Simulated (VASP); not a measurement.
# CuSi8O16 (a cell with a defect) in VASP: single point with PBE

Aim: the single point of CuSi8O16 (a cell with a defect) with PBE.

Everything below comes from runs of VASP 6.6.1. Logs are shortened: lines on timing, memory, paths and dates and some standing lists are left out, and cuts for length are marked.

## Step 1: The cell of the first run

The cell holds a defect, 25 atoms: a = 6.712 Å, b = 6.712 Å, c = 6.445 Å, α = 90.00°, β = 90.00°, γ = 90.00°.

## Step 2: Single point, PBE

INCAR

```
PREC = Accurate
ENCUT = 520
EDIFF = 1E-7
ISMEAR = -1
SIGMA = 0.02
LREAL = Auto
LASPH = T
NELM = 100
ALGO = Normal
ISIF = 2
LWAVE = F
LCHARG = F
GGA = PE
NBANDS = 88
NELECT = 138.0
```

KPOINTS

```
Automatic mesh
0
Gamma
  1 1 2
```

POSCAR

```
CuSi8O16
1.0
   -4.7460000000     -4.7460000000      0.0000000000
    4.7460000000     -4.7460000000      0.0000000000
    0.0000000000      0.0000000000      6.4450000000
Si O Cu
8 16 1
Direct
    0.1687755542      0.5000836830     -0.0004686973
    0.0041545308      0.1672449355      0.2521828816
    0.8226124336      0.4998908787      0.4996025580
    0.0040170440      0.8327872970      0.7468231657
    0.6828913205     -0.0000120518     -0.0004368577
    0.5150904612      0.6778308615      0.2393227979
    0.3401664465     -0.0000254419      0.4994985659
    0.5150080898      0.3220722780      0.7598604513
    0.3119312345      0.5412694446      0.2034145782
    0.9667755048      0.3064332062      0.4589675273
    0.6975023919      0.4721333500      0.7121517856
    0.0350660367      0.6926645324      0.9503626988
    0.9664162401      0.6936228565      0.5400900997
    0.6972474352      0.5273830387      0.2871782871
    0.0352326418      0.3073826897      0.0486683763
    0.3120751156      0.4590048831      0.7957288359
    0.8165738232      0.0228152656      0.2085618828
    0.4827610421      0.8109899865      0.4472008234
    0.2043695723      0.9600388135      0.7033488730
    0.5433085014      0.1957523643      0.9699071406
    0.4824446740      0.1891858321      0.5518333587
    0.2043698189      0.0397528881      0.2956040434
    0.5437368359      0.8039284205      0.0291824076
    0.8166229155      0.9774376297      0.7905578102
    0.2453024357      0.4999843584      0.4995709060
```

Potentials or basis: VASP PAW PBE potentials, release 64 (Si, O, Cu).

The run is started by

```console
cat potpaw_PBE.64/Si/POTCAR potpaw_PBE.64/O/POTCAR potpaw_PBE.64/Cu/POTCAR > POTCAR
mpirun -np 1 vasp_std > vasp.out
```

OUTCAR:

```text
PREC = Accurate
   ENCUT = 520
   EDIFF = 1E-7
   ISMEAR = -1
   LREAL = Auto
   LASPH = T
   NELM = 100
   ISIF = 2
   GGA = PE
   NELECT = 138.0

 ion  position               nearest neighbor table
   1  0.169  0.500  1.000-  15 1.61  12 1.61   9 1.65  16 1.65   4 2.98   2 2.98   8 3.04   6 3.04

   2  0.004  0.167  0.252-  17 1.61  22 1.62  15 1.63  10 1.65   5 2.93   1 2.98   7 2.98   3 3.00

   3  0.823  0.500  0.500-  11 1.62  14 1.62  13 1.64  10 1.64  25 2.84   8 2.92   6 2.92   2 3.00
                             4 3.00
   4  0.004  0.833  0.747-  24 1.61  19 1.62  12 1.63  13 1.65   5 2.93   1 2.98   7 2.98   3 3.00

   5  0.683  1.000  1.000-  23 1.62  20 1.63  17 1.63  24 1.63   8 2.89   6 2.89   4 2.93   2 2.93

   6  0.515  0.678  0.239-  23 1.61  14 1.62  18 1.63   9 1.66  25 2.74   5 2.89   3 2.92   7 2.98
                             1 3.04
   7  0.340  1.000  0.499-  19 1.62  22 1.62  21 1.62  18 1.62   6 2.98   8 2.98   2 2.98   4 2.98

   8  0.515  0.322  0.760-  20 1.61  11 1.62  21 1.63  16 1.66  25 2.74   5 2.89   3 2.92   7 2.98
                             1 3.04
   9  0.312  0.541  0.203-   1 1.65   6 1.66  25 1.98
  10  0.967  0.306  0.459-   3 1.64   2 1.65  25 2.29
  11  0.698  0.472  0.712-   8 1.62   3 1.62
  12  0.035  0.693  0.950-   1 1.61   4 1.63
  13  0.966  0.694  0.540-   3 1.64   4 1.65  25 2.29
  14  0.697  0.527  0.287-   6 1.62   3 1.62
  15  0.035  0.307  0.049-   1 1.61   2 1.63
  16  0.312  0.459  0.796-   1 1.65   8 1.66  25 1.98
  17  0.817  0.023  0.209-   2 1.61   5 1.63
  18  0.483  0.811  0.447-   7 1.62   6 1.63
  19  0.204  0.960  0.703-   4 1.62   7 1.62
  20  0.543  0.196  0.970-   8 1.61   5 1.63
  21  0.482  0.189  0.552-   7 1.62   8 1.63
  22  0.204  0.040  0.296-   2 1.62   7 1.62
  23  0.544  0.804  0.029-   6 1.61   5 1.62
  24  0.817  0.977  0.791-   4 1.61   5 1.63
  25  0.245  0.500  0.500-  16 1.98   9 1.98  10 2.29  13 2.29   8 2.74   6 2.74   3 2.84

  LATTYP: Found a simple tetragonal cell.
 ALAT       =     6.7118575670
 C/A-ratio  =     0.9602408775

  Lattice vectors:

 A1 = (  -4.7460000000,  -4.7460000000,   0.0000000000)
 A2 = (   4.7460000000,  -4.7460000000,   0.0000000000)
 A3 = (   0.0000000000,   0.0000000000,   6.4450000000)

Analysis of symmetry for initial positions (statically):
=====================================================================
 Subroutine PRICEL returns:
 Original cell was already a primitive cell.

 Routine SETGRP: Setting up the symmetry group for a
 simple tetragonal supercell.

 Subroutine GETGRP returns: Found  1 space group operations
 (whereof  1 operations were pure point group operations)
 out of a pool of 16 trial point group operations.

The static configuration has the point symmetry C_1 .

Analysis of symmetry for dynamics (positions and initial velocities):
=====================================================================
 Subroutine PRICEL returns:
 Original cell was already a primitive cell.

 Routine SETGRP: Setting up the symmetry group for a
 simple tetragonal supercell.

 Subroutine GETGRP returns: Found  1 space group operations
 (whereof  1 operations were pure point group operations)
 out of a pool of 16 trial point group operations.

The dynamic configuration has the point symmetry C_1 .

 Subroutine INISYM returns: Found  1 space group operations
 (whereof  1 operations are pure point group operations),
 and found     1 'primitive' translations

----------------------------------------------------------------------------------------

                                     Primitive cell

  volume of cell :     290.3410

  direct lattice vectors                    reciprocal lattice vectors
    -4.746000000 -4.746000000  0.000000000    -0.105351875 -0.105351875  0.000000000
     4.746000000 -4.746000000  0.000000000     0.105351875 -0.105351875  0.000000000
     0.000000000  0.000000000  6.445000000     0.000000000  0.000000000  0.155159038

  length of vectors
     6.711857567  6.711857567  6.445000000     0.148990051  0.148990051  0.155159038

  position of ions in fractional coordinates (direct lattice)
     0.168775554  0.500083683  0.999531303
     0.004154531  0.167244936  0.252182882
     0.822612434  0.499890879  0.499602558
     0.004017044  0.832787297  0.746823166
     0.682891320  0.999987948  0.999563142
     0.515090461  0.677830861  0.239322798
[... 17 lines left out ...]
     0.816622915  0.977437630  0.790557810
     0.245302436  0.499984358  0.499570906

  ion indices of the primitive-cell ions
   primitive index   ion index
                 1           1
                 2           2
                 3           3
                 4           4
                 5           5
                 6           6
[... 17 lines left out ...]
                24          24
                25          25

----------------------------------------------------------------------------------------

 KPOINTS: Automatic mesh

Automatic generation of k-mesh.
 Grid dimensions read from file:
 generate k-points for:    1    1    2

 Generating k-lattice:

  Cartesian coordinates                     Fractional coordinates (reciprocal lattice)
    -0.105351875 -0.105351875  0.000000000     1.000000000  0.000000000  0.000000000
     0.105351875 -0.105351875  0.000000000     0.000000000  1.000000000  0.000000000
     0.000000000  0.000000000  0.077579519     0.000000000  0.000000000  0.500000000

  Length of vectors
     0.148990051  0.148990051  0.077579519

  Shift w.r.t. Gamma in fractional coordinates (k-lattice)
     0.000000000  0.000000000  0.000000000

 Subroutine IBZKPT returns following result:
 ===========================================

 Found      2 irreducible k-points:

 Following reciprocal coordinates:
            Coordinates               Weight
  0.000000  0.000000  0.000000      1.000000
  0.000000  0.000000  0.500000      1.000000
   k-points           NKPTS =      2   k-points in BZ     NKDIM =      2   number of bands    NBANDS=     88
   number of dos      NEDOS =    301   number of ions     NIONS =     25
   total plane-waves  NPLWV = 120000
   dimension x,y,z NGX =    50 NGY =   50 NGZ =   48
   dimension x,y,z NGXF=   100 NGYF=  100 NGZF=   96
   ions per type =               8  16   1
   NGX,Y,Z   is equivalent  to a cutoff of  12.38, 12.38, 12.38 a.u.
   NGXF,Y,Z  is equivalent  to a cutoff of  24.77, 24.77, 24.76 a.u.
 SYSTEM =  unknown system
   PREC   = accura    normal or accurate (medium, high low for compatibility)
   ISTART =      0    job   : 0-new  1-cont  2-samecut
   ICHARG =      2    charge: 1-file 2-atom 10-const
   ISPIN  =      1    spin polarized calculation?
   LNONCOLLINEAR =      F non collinear calculations
   LSORBIT =      F    spin-orbit coupling
   LASPH  =      T    aspherical Exc in radial PAW
   ENCUT  =  520.0 eV  38.22 Ry    6.18 a.u.  12.48 12.48 11.98*2*pi/ulx,y,z
   NELM   =    100;   NELMIN=  2; NELMDL= -5     # of ELM steps
   EDIFF  = 0.1E-06   stopping-criterion for ELM
   LREAL  =      T    real-space projection
   EDIFFG = 0.1E-05   stopping-criterion for IOM
   NSW    =      0    number of steps for IOM
   IBRION =     -1    ionic relax: 0-MD 1-quasi-New 2-CG
   NFREE  =      0    steps in history (QN), initial steepest desc. (CG)
   ISIF   =      2    stress and relaxation
   ISYM   =      2    0-nonsym 1-usesym 2-fastsym
   POTIM  = 0.5000    time-step for ionic-motion
   TEBEG  =    0.0;   TEEND  =   0.0 temperature during run
   PSTRESS=    0.0 pullay stress
   NELECT =     138.0000    total number of electrons
   NUPDOWN=      -1.0000    fix difference up-down
   EMIN   =  10.00;   EMAX   =-10.00  energy-range for DOS
   EFERMI =   0.00;   METHOD = LEGACY
   ISMEAR =    -1;   SIGMA  =   0.02  broadening in eV -4-tet -1-fermi 0-gaus
   EFERMI_NEDOS =   21; number of points for ismear=-14 and -15
   IALGO  =     38    algorithm
   IMIX   =      4    mixing-type and parameters
     AMIX     =   0.40;   BMIX     =  1.00
     AMIX_MAG =   1.60;   BMIX_MAG =  1.00
  volume/ion in A,a.u.               =      11.61        78.37
  Fermi-wavevector in a.u.,A,eV,Ry     =   1.277610  2.414333 22.208627  1.632288
  Thomas-Fermi vector in A             =   2.410200
   LORBIT       =      0    0 simple, 1 ext, 2 COOP (PROOUT), +10 PAW based schemes
   GGA     = PE    functional components
[... 5 lines left out ...]
 non-spin polarized calculation
  energy-cutoff  :      520.00
  volume of cell :      290.34
 maximum number of plane-waves:      7815
 NGX is ok and might be reduce to    50
   NGX = 25   NGY = 25   NGZ = 23

 number of electron     138.0000013 magnetization

 Free energy of the ion-electron system (eV)
  ---------------------------------------------------
  ext. energy  EPLUGINS =         0.00000000
  ---------------------------------------------------
  free energy    TOTEN  =      -194.91497317 eV

  energy without entropy =     -194.91497317  energy(sigma->0) =     -194.91497317

 E-fermi :   5.0845     XC(G=0):  -9.7532

 val. band max:        4.6136222286   @ k =   0.0000   0.0000   0.5000
 cond. band min:       7.2194395054   @ k =   0.0000   0.0000   0.0000
 fundamental gap:      2.6058172768
 Fermi energy:         5.0845067448

 k-point     1 :       0.0000    0.0000    0.0000
  band No.  band energies     occupation
      1     -17.7339      2.00000
      2     -16.8747      2.00000
      3     -16.8077      2.00000
      4     -16.5948      2.00000
      5     -16.5374      2.00000
      6     -16.4846      2.00000
[... 73 lines left out ...]
     80      11.5676      0.00000
     81      11.6955      0.00000

 k-point     2 :       0.0000    0.0000    0.5000
  band No.  band energies     occupation
      1     -17.4907      2.00000
      2     -17.3886      2.00000
      3     -16.6700      2.00000
      4     -16.6682      2.00000
      5     -16.5107      2.00000
      6     -16.4891      2.00000
[... 73 lines left out ...]
     80      11.6846      0.00000
     81      11.7282      0.00000
 [bands above 81 left out]

------------------------ aborting loop because EDIFF is reached ----------------------------------------

  FORCE on cell =-STRESS in cart. coord.  units (eV):
  Direction    XX          YY          ZZ          XY          YZ          ZX
  --------------------------------------------------------------------------------------
  -------------------------------------------------------------------------------------
  Total        6.5312547      6.5665151      3.3448433      0.7689699      1.2501045     -1.2485112
  in kB       36.0411647     36.2357406     18.4577165      4.2433763      6.8984022     -6.8896098
  external PRESSURE =      30.2448739 kB  Pullay stress =       0.0000000 kB

 VOLUME and BASIS-vectors are now :
 -----------------------------------------------------------------------------
  energy-cutoff  :      520.00
  volume of cell :      290.34
      direct lattice vectors                 reciprocal lattice vectors
    -4.746000000 -4.746000000  0.000000000    -0.105351875 -0.105351875  0.000000000
     4.746000000 -4.746000000  0.000000000     0.105351875 -0.105351875  0.000000000
     0.000000000  0.000000000  6.445000000     0.000000000  0.000000000  0.155159038

 POSITION                                       TOTAL-FORCE (eV/Angst)
 -----------------------------------------------------------------------------------
      1.57239     -3.17441      6.44198        -0.001543     -0.003347      0.000360
      0.77403     -0.81346      1.62532        -0.016060      0.016185      0.001076
     -1.53164     -6.27660      3.21994        -0.019842     -0.020661      0.001865
      3.93334     -3.97147      4.81328         0.014883     -0.015634     -0.003022
      1.50494     -7.98695      6.44218         0.026223      0.026671     -0.000318
      0.77237     -5.66160      1.54244        -0.017920      0.031401     -0.015158
[... 17 lines left out ...]
      0.76323     -8.51461      5.09515         0.019737     -0.005212     -0.000688
      1.20872     -3.53713      3.21973         0.017407      0.016210     -0.000351
 -----------------------------------------------------------------------------------
    total drift:                                0.007128      0.001102     -0.003059

  FREE ENERGIE OF THE ION-ELECTRON SYSTEM (eV)
  ---------------------------------------------------
  free  energy   TOTEN  =      -194.9149731749 eV

  energy  without entropy=     -194.9149731749  energy(sigma->0) =     -194.91497317
```

It took 3.4 min on 1 thread of Intel Xeon 8259CL, shared host; peak memory 0.35 GiB.

What came out:

```yaml
Free_energy: -194.9150 eV
Largest_force: 0.080 eV/Å
```

Forces on the atoms (eV/Å):
```
Si  -0.002 -0.003  0.000
Si  -0.016  0.016  0.001
Si  -0.020 -0.021  0.002
Si   0.015 -0.016 -0.003
Si   0.026  0.027  0.000
Si  -0.018  0.031 -0.015
Si  -0.022 -0.022  0.001
Si   0.033 -0.016  0.015
O    0.008 -0.019 -0.078
O   -0.008 -0.014  0.005
O    0.003  0.014  0.000
O    0.016 -0.001 -0.012
O   -0.018 -0.008 -0.007
O    0.014  0.003 -0.001
O   -0.002  0.017  0.014
O   -0.018  0.007  0.077
O   -0.005  0.019  0.001
O   -0.018  0.021  0.006
O   -0.009 -0.007 -0.008
O   -0.014  0.004  0.010
O    0.018 -0.018 -0.004
O   -0.006 -0.009  0.007
O    0.005 -0.015 -0.011
O    0.020 -0.005 -0.001
Cu   0.017  0.016  0.000
```

Levels at points of the mesh, in eV from the Fermi level:
```csv
k point,band 65,band 66,band 67,band 68,band 69,band 70,band 71,band 72,band 73,band 74
"(0.00, 0.00, 0.00)",-1.30,-1.10,-1.06,-0.80,-0.58,2.13,4.49,5.23,5.26,5.58
"(0.00, 0.00, 0.50)",-1.30,-1.17,-1.06,-0.80,-0.47,3.35,4.11,5.21,5.73,5.74
```

Caveat: the k points lie up to 0.94 Å⁻¹ apart, too coarse for converged energies, forces and pressures; the cell carries a net charge on a neutralising background, which shifts energy and pressure; the cell is charged against a uniform background, so pressure and absolute levels hang on convention.
